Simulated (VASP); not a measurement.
## Br: single point with PBE

Br:

```
Br
1.0
     2.61062    0.00000    0.00000
     0.00000    3.39374    0.00000
     0.00000    0.00000    8.96543
Br
2
Direct
  0.00000 0.00000 0.00000
  0.50000 0.50000 0.50000
```

This cell differs from its parent crystal: uniaxial strain along c: +1.0 %.

| Item | Value |
| --- | --- |
| Program | VASP 6.6.1 |
| Task | single point |
| Functional | PBE |
| Potentials or basis | VASP PAW PBE potentials, release 64 (Br) |
| Cutoff | 520 eV |
| k mesh | 16 × 12 × 6 |
| Occupations | gaussian, width 0.1 eV |
| Spin | no spin polarisation |
| Dipole correction | no |
| Further INCAR settings | ALGO = Fast; EDIFF = 1e-07; NBANDS = 14 |

The pressure is 0.0 GPa and the band gap on the k mesh is zero (bands 7 and 8 overlap by 5.36 eV).

Stress tensor (GPa, compression positive):
```
-0.43  0.00  0.00
 0.00  0.56  0.00
 0.00  0.00 -0.02
```

Levels at points of the mesh, in eV from the Fermi level:
| k point | band 4 | band 5 | band 6 | band 7 | band 8 | band 9 |
| --- | --- | --- | --- | --- | --- | --- |
| (0.00, 0.00, 0.00) | -2.48 | -1.05 | -1.01 | 3.57 | 3.59 | 5.06 |
| (0.50, 0.00, 0.00) | -5.84 | -0.46 | -0.46 | 0.87 | 0.87 | 7.91 |
| (0.00, 0.50, 0.00) | -4.00 | -2.20 | -2.20 | 3.81 | 3.81 | 7.26 |
| (0.50, 0.50, 0.00) | -5.41 | -1.58 | -1.58 | -0.02 | -0.02 | 6.71 |
| (0.00, 0.00, 0.50) | -2.80 | -1.03 | -1.03 | 3.58 | 3.58 | 6.23 |
| (0.50, 0.00, 0.50) | -5.84 | -0.45 | -0.45 | 0.87 | 0.87 | 7.69 |
| (0.00, 0.50, 0.50) | -4.01 | -2.19 | -2.19 | 3.81 | 3.81 | 6.72 |
| (0.50, 0.50, 0.50) | -5.41 | -1.58 | -1.58 | -0.03 | -0.03 | 6.73 |

Wall time 4.6 min on 1 thread of Oxide Virtual Turin-like Processor, with other jobs on the host, peak memory 0.32 GiB.

Caveat: the cell differs from its parent crystal (uniaxial strain along c: +1.0 %); this functional lacks dispersion, which binds layers or chains, so the pressure and a relaxed spacing across them are unreliable.
